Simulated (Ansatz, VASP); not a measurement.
## InAs in VASP and in Ansatz

INCAR

```
PREC = Accurate ; ENCUT = 520
EDIFF = 1E-6 ; ISMEAR = 0
SIGMA = 0.15 ; LREAL = F
LASPH = T ; NELM = 100
ALGO = Normal ; ISIF = 2
LWAVE = F ; LCHARG = F
GGA = PS ; NBANDS = 16
```

KPOINTS

```
Automatic mesh
0
Gamma
  14 14 14
```

Contents of POSCAR:

```
InAs
1.0
    0.0000000000      2.6222103138      3.1456457699
    3.1456457699      0.0000000000      3.1456457699
    3.1456457699      2.6222103138      0.0000000000
In As
1 1
Direct
    0.0000000000      0.0000000000      0.0000000000
    0.7500000000      0.7500000000      0.7500000000
```

Input for Ansatz:

```yaml
crystal:
  lattice:
    - [0.0, 2.6222103138, 3.1456457699]
    - [3.1456457699, 0.0, 3.1456457699]
    - [3.1456457699, 2.6222103138, 0.0]
  atoms:
    - { symbol: In, position: [0.0, 0.0, 0.0] }
    - { symbol: As, position: [0.75, 0.75, 0.75] }
basis:
  ecutwfc: 420
kpoints:
  mp_grid: { grid: [14, 14, 14] }
hamiltonian:
  xc: pbesol
  pseudopotentials: { kind: paw, azcp: { folder: soft_1 } }
scf:
  occupations: { method: gaussian, width: 0.15 }
output:
  forces: true
  stress: true
  eigenvalues: true
```

Alike in both runs: task single point; functional PBEsol; k mesh 14 × 14 × 14; occupations gaussian, width 0.15 eV; no spin polarisation.

|  | VASP | Ansatz |
| --- | --- | --- |
| version | VASP 6.6.1 | Ansatz 0.2.0 |
| potentials or method | VASP PAW PBE potentials, release 64 (In_d, As), cutoff 520 eV | scalar-relativistic, plane waves, PAW |
| valence electrons in the cell | 18 | 28 |

|  | VASP | Ansatz | Ansatz less VASP |
| --- | --- | --- | --- |
| gap on the k mesh at the Fermi level (eV) | 0.20 | 0.20 | -0.001 |
| least direct gap on the mesh (eV) | 0.53 | 0.53 | +0.006 |
| pressure (GPa) | 4.7 | 4.6 | -0.10 |
| traceless stress, the component that is largest in VASP (GPa) | 2.28 | 2.30 | +0.015 |

VASP's potentials were made for PBE, not for PBEsol, and Ansatz warns of the same on its side. With one functional, cell and mesh, what is left measures potentials, basis and numerics. VASP's potentials hold 18 valence electrons a cell and Ansatz's 28, so a difference there can come from the potentials and not from the codes.
